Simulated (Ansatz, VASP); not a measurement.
**Li3ZrN2 in VASP and in Ansatz**

```
Li Zr N
1.0
     3.18136    0.00000    0.00000
    -1.59068    2.75514    0.00000
     0.00000    0.00000    9.96764
Li Zr N
3 1 2
Direct
  0.66667 0.33333 0.27582
  0.66667 0.33333 0.72418
  0.00000 0.00000 0.00000
  0.00000 0.00000 0.50000
  0.33333 0.66667 0.63030
  0.33333 0.66667 0.36970
```

Change from the starting cell: species swapped into the Ce2Ga3Cu type (P3m1, No. 156).

Alike in both runs: functional PBE; k mesh 12 × 12 × 4; occupations gaussian, width 0.1 eV; no spin polarisation.

Ansatz relaxed the structure, and its values are those at the end. VASP's run is a single point on that final structure, the one shown.

|  | VASP | Ansatz |
| --- | --- | --- |
| version | VASP 6.6.1 | Ansatz 0.2.0 |
| potentials or method | VASP PAW PBE potentials, release 64 (Li_sv, Zr_sv, N), cutoff 520 eV | scalar-relativistic, plane waves, PAW |
| valence electrons in the cell | 31 | 31 |

VASP gave:

```
gap on the k mesh at the Fermi level (eV) : none
rms of the force components (eV/Å)        : 0.006
```

**Question.** Which values does Ansatz return?

**Answer.** gap on the k mesh at the Fermi level (eV): none; rms of the force components (eV/Å): 0.000.

A gap of «none» marks a metal or a gap that the smearing closes.

Noted on VASP's run: the cutoff is short for stress, so the pressure is rough.
